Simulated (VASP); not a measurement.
# YW (Fm-3m) in VASP: notebook, part 2 of 2

VASP 6.6.1. The steps go on from the part before.

**4. Relaxation of cell and atoms, PBE**

INCAR reads:

```
PREC = Accurate
ENCUT = 600
EDIFF = 1E-6
ISMEAR = 0
SIGMA = 0.1
LREAL = F
LASPH = T
NELM = 60
ALGO = Fast
ISIF = 3
LWAVE = F
LCHARG = F
GGA = PE
IBRION = 2
NSW = 90
EDIFFG = -0.04
```

KPOINTS reads:

```
regular mesh
0
Gamma
  6 6 6
```

POSCAR reads:

```
YW
1.0
    0.0000000000      2.7890690715      2.7890690715
    2.7890690715      0.0000000000      2.7890690715
    2.7890690715      2.7890690715      0.0000000000
Y W
1 1
Direct
    0.0000000000      0.0000000000      0.0000000000
    0.5000000000      0.5000000000      0.5000000000
```

Potentials or basis: VASP PAW PBE potentials, release 64 (Y_sv, W_sv).

On the command line:

```bash
$ cat potpaw_PBE.64/Y_sv/POTCAR potpaw_PBE.64/W_sv/POTCAR > POTCAR
$ mpirun -np 1 vasp_std > vasp.out
```

OUTCAR:

```text
PREC = Accurate
   ENCUT = 600
   EDIFF = 1E-6
   ISMEAR = 0
   LREAL = F
   LASPH = T
   NELM = 60
   ISIF = 3
   GGA = PE
   IBRION = 2
   NSW = 90
   EDIFFG = -0.04

 ion  position               nearest neighbor table
   1  0.000  0.000  0.000-   2 2.79   2 2.79   2 2.79   2 2.79   2 2.79   2 2.79
   2  0.500  0.500  0.500-   1 2.79   1 2.79   1 2.79   1 2.79   1 2.79   1 2.79

  LATTYP: Found a face centered cubic cell.
 ALAT       =     5.5781381430

  Lattice vectors:

 A1 = (   0.0000000000,   2.7890690715,   2.7890690715)
 A2 = (   2.7890690715,   0.0000000000,   2.7890690715)
 A3 = (   2.7890690715,   2.7890690715,   0.0000000000)

Analysis of symmetry for initial positions (statically):
=====================================================================
 Subroutine PRICEL returns:
 Original cell was already a primitive cell.

 Routine SETGRP: Setting up the symmetry group for a
 face centered cubic supercell.

 Subroutine GETGRP returns: Found 48 space group operations
 (whereof 48 operations were pure point group operations)
 out of a pool of 48 trial point group operations.

The static configuration has the point symmetry O_h .

Analysis of symmetry for dynamics (positions and initial velocities):
=====================================================================
 Subroutine PRICEL returns:
 Original cell was already a primitive cell.

 Routine SETGRP: Setting up the symmetry group for a
 face centered cubic supercell.

 Subroutine GETGRP returns: Found 48 space group operations
 (whereof 48 operations were pure point group operations)
 out of a pool of 48 trial point group operations.

The dynamic configuration has the point symmetry O_h .

 Subroutine INISYM returns: Found 48 space group operations
 (whereof 48 operations are pure point group operations),
 and found     1 'primitive' translations
[... 91 lines left out ...]
   NFREE  =      1    steps in history (QN), initial steepest desc. (CG)
   ISIF   =      3    stress and relaxation
   ISYM   =      2    0-nonsym 1-usesym 2-fastsym
   POTIM  = 0.5000    time-step for ionic-motion
   TEBEG  =    0.0;   TEEND  =   0.0 temperature during run
   PSTRESS=    0.0 pullay stress
   NELECT =      25.0000    total number of electrons
   NUPDOWN=      -1.0000    fix difference up-down
   EMIN   =  10.00;   EMAX   =-10.00  energy-range for DOS
   EFERMI =   0.00;   METHOD = LEGACY
   ISMEAR =     0;   SIGMA  =   0.10  broadening in eV -4-tet -1-fermi 0-gaus
   EFERMI_NEDOS =   21; number of points for ismear=-14 and -15
   IALGO  =     68    algorithm
   IMIX   =      4    mixing-type and parameters
     AMIX     =   0.40;   BMIX     =  1.00
     AMIX_MAG =   1.60;   BMIX_MAG =  1.00
  volume/ion in A,a.u.               =      21.70       146.41
  Fermi-wavevector in a.u.,A,eV,Ry     =   1.362236  2.574252 25.248139  1.855686
  Thomas-Fermi vector in A             =   2.488743
   LORBIT       =      0    0 simple, 1 ext, 2 COOP (PROOUT), +10 PAW based schemes
   GGA     = PE    functional components
   LHFCALC =     F    Hartree Fock is set to
   AEXX    =    0.0000 exact exchange contribution
   IVDW    =     0    specifies the selected vdW correction
   LEPSILON=     F    determine dielectric tensor
   LRPA    =     F    only Hartree local field effects (RPA)
 conjugate gradient relaxation of ions
 non-spin polarized calculation
 RMM-DIIS sequential band-by-band and
 Gauss-broadening in eV      SIGMA  =   0.10
  energy-cutoff  :      600.00
  volume of cell :       43.39
 maximum number of plane-waves:      1464
   NGX = 15   NGY = 15   NGZ = 15

--------------------------------------- Ionic step        1  -------------------------------------------

 number of electron      25.0000002 magnetization

 Free energy of the ion-electron system (eV)
  ---------------------------------------------------
  ext. energy  EPLUGINS =         0.00000000
  ---------------------------------------------------
  free energy    TOTEN  =       -15.56930629 eV

  energy without entropy =      -15.55262866  energy(sigma->0) =      -15.56096748

------------------------ aborting loop because EDIFF is reached ----------------------------------------

  FORCE on cell =-STRESS in cart. coord.  units (eV):
  Direction    XX          YY          ZZ          XY          YZ          ZX
  --------------------------------------------------------------------------------------
  -------------------------------------------------------------------------------------
  Total        3.1069591      3.1069591      3.1069591      0.0000000      0.0000000      0.0000000
  in kB      114.7197808    114.7197808    114.7197808      0.0000000      0.0000000      0.0000000
  external PRESSURE =     114.7197808 kB  Pullay stress =       0.0000000 kB
[... 59 lines left out ...]
--------------------------------------- Ionic step        3  -------------------------------------------

 number of electron      25.0000001 magnetization

 Free energy of the ion-electron system (eV)
  ---------------------------------------------------
  ext. energy  EPLUGINS =         0.00000000
  ---------------------------------------------------
  free energy    TOTEN  =       -15.75304543 eV

  energy without entropy =      -15.72731697  energy(sigma->0) =      -15.74018120

 E-fermi :   4.7533     XC(G=0): -10.8119

 val. band max:        4.7171728454   @ k =   0.3333   0.1667   0.0000
 cond. band min:       4.7600356051   @ k =   0.5000   0.0000   0.0000
 fundamental gap:      0.0428627597
 Fermi energy:         4.7533400791

 k-point     1 :       0.0000    0.0000    0.0000
  band No.  band energies     occupation
      1     -68.6199      2.00000
      2     -36.4258      2.00000
      3     -32.8534      2.00000
      4     -32.8534      2.00000
      5     -32.8534      2.00000
      6     -16.4552      2.00000
[... 322 lines left out ...]
  FREE ENERGIE OF THE ION-ELECTRON SYSTEM (eV)
  ---------------------------------------------------
  free  energy   TOTEN  =       -15.7530454280 eV

  energy  without entropy=      -15.7273169705  energy(sigma->0) =      -15.74018120

 reached required accuracy - stopping structural energy minimisation
```

CONTCAR:

```text
YW
   1.00000000000000
     0.0000000000000000    2.9080712319550850    2.9080712319550850
     2.9080712319550850    0.0000000000000000    2.9080712319550850
     2.9080712319550850    2.9080712319550850    0.0000000000000000
  Y               W
     1     1
Direct
     0.0000000000000000    0.0000000000000000    0.0000000000000000
     0.5000000000000000    0.5000000000000000    0.5000000000000000

  0.00000000E+00  0.00000000E+00  0.00000000E+00
  0.00000000E+00  0.00000000E+00  0.00000000E+00
```

It took 73 s on 1 thread of Intel Xeon Platinum 8259CL at 2.50GHz (Skylake/Cascade Lake), shared host; peak memory 0.2 GiB.

Results:

```
Free energy                            : -15.7530 eV
Relaxed volume                         : 24.59 Å³/atom
Relaxed cell                           : a = 4.113 Å, b = 4.113 Å, c = 4.113 Å, α = 60.00°, β = 60.00°, γ = 60.00°
Space group after relaxing (to 0.05 Å) : Fm-3m (No. 225)
Energy gained by relaxing              : 91.9 meV/atom
Ionic steps                            : 3
Pressure after relaxing                : -0.1 GPa
```

Step by step:
```tsv
step	energy change (eV)	largest force (eV/Å)	pressure (GPa)	volume (Å³)
1	0.0000	0.0000	11.47	43.39
2	-0.0994	0.0000	-5.31	53.90
3	-0.1837	0.0000	-0.05	49.19
```

Final structure:
```yaml
crystal:
  lattice:
    - [0.00000, 2.90807, 2.90807]
    - [2.90807, 0.00000, 2.90807]
    - [2.90807, 2.90807, 0.00000]
  atoms:
    - { symbol: Y, position: [0.00000, 0.00000, 0.00000] }
    - { symbol: W, position: [0.50000, 0.50000, 0.50000] }
```

Levels at points of the mesh, in eV from the Fermi level:
```tsv
k point	band 8	band 9	band 10	band 11	band 12	band 13	band 14	band 15	band 16
(0.00, 0.00, 0.00)	-21.21	-5.55	-1.64	-1.64	-1.48	-1.48	-1.48	6.14	6.14
(0.50, 0.00, 0.00)	-21.28	-2.29	-1.57	0.01	0.01	1.02	1.02	1.74	1.74
(0.50, 0.50, 0.00)	-21.26	-2.84	-2.63	-0.88	-0.63	0.66	1.30	1.30	5.11
```

Caveat: spin-orbit coupling is left out, which moves the levels of the heavy elements.

**5. Single point, PBE**

This run uses another cell than the first one, of 24.79 Å³/atom, 1.143 times its volume.

INCAR reads:

```
SYSTEM = YW
PREC     = Accurate       ! precision mode
ENCUT    = 520            ! plane-wave cutoff, eV
EDIFF    = 1E-6           ! SCF threshold, eV
ISMEAR   = 0              ! smearing method
SIGMA    = 0.1            ! smearing width, eV
LREAL    = .False.        ! projectors in reciprocal space
LASPH    = .True.         ! aspherical terms in the spheres
NELM     = 80             ! most SCF steps
ALGO     = Fast           ! electronic algorithm
ISIF     = 2              ! what is computed and relaxed
LWAVE    = .False.        ! write WAVECAR
LCHARG   = .True.         ! write CHGCAR
GGA      = PE             ! functional
LELF     = .True.         ! ELF
LVHAR    = .True.       
NBANDS   = 20             ! bands
```

KPOINTS reads:

```
regular mesh
0
Gamma
  16 16 16
  0 0 0
```

POSCAR reads:

```
YW
1.0
    0.0000000000      2.9158458118      2.9158458118
    2.9158458118      0.0000000000      2.9158458118
    2.9158458118      2.9158458118      0.0000000000
Y W
1 1
Direct
    0.0000000000      0.0000000000      0.0000000000
    0.5000000000      0.5000000000      0.5000000000
```

On the command line:

```bash
$ cat potpaw_PBE.64/Y_sv/POTCAR potpaw_PBE.64/W_sv/POTCAR > POTCAR
$ mpirun -np 1 vasp_std > vasp.out
```

Wall time 2.2 min (1 thread of Intel Xeon Platinum 8259CL at 2.50GHz (Skylake/Cascade Lake), shared host); peak memory 0.32 GiB.

The run converged. Its results:

| Item | Value |
| --- | --- |
| Free energy | -15.7670 eV |
| Pressure | -0.1 GPa |

Levels at points of the mesh, in eV from the Fermi level:
```csv
k point,band 8,band 9,band 10,band 11,band 12,band 13,band 14,band 15,band 16,band 17
"(0.00, 0.00, 0.00)",-21.22,-5.53,-1.64,-1.64,-1.47,-1.47,-1.47,6.09,6.09,6.09
"(0.50, 0.00, 0.00)",-21.29,-2.29,-1.56,-0.02,-0.02,0.98,0.98,1.24,1.74,1.74
"(0.50, 0.50, 0.00)",-21.28,-2.81,-2.63,-0.89,-0.65,0.65,1.26,1.26,5.00,5.00
```

Caveat: spin-orbit coupling is left out, which moves the levels of the heavy elements.

**6. The runs side by side**

```tsv
task	cell	k mesh	cutoff (eV)	gap on the mesh (eV)	pressure (GPa)
single point	a = 3.944 Å, angles 60.0°, 2 atoms	6 × 6 × 6	520	none	11.4
single point	a = 4.118 Å, angles 60.0°, 2 atoms	6 × 6 × 6	520	none	-0.3
relaxation of cell and atoms	relaxed from a = 3.944 Å, angles 60.0°, 2 atoms	6 × 6 × 6	600	none	-0.1
single point	a = 4.124 Å, angles 60.0°, 2 atoms	16 × 16 × 16	520	none	-0.1
```

Alike in all rows: level PBE; potentials or basis VASP PAW PBE potentials, release 64 (Y_sv, W_sv); no spin polarisation; smearing gaussian 0.1 eV.

Caveats: spin-orbit coupling is left out, which moves the levels of the heavy elements.

Absolute energies hang on the potentials; compare differences alone.
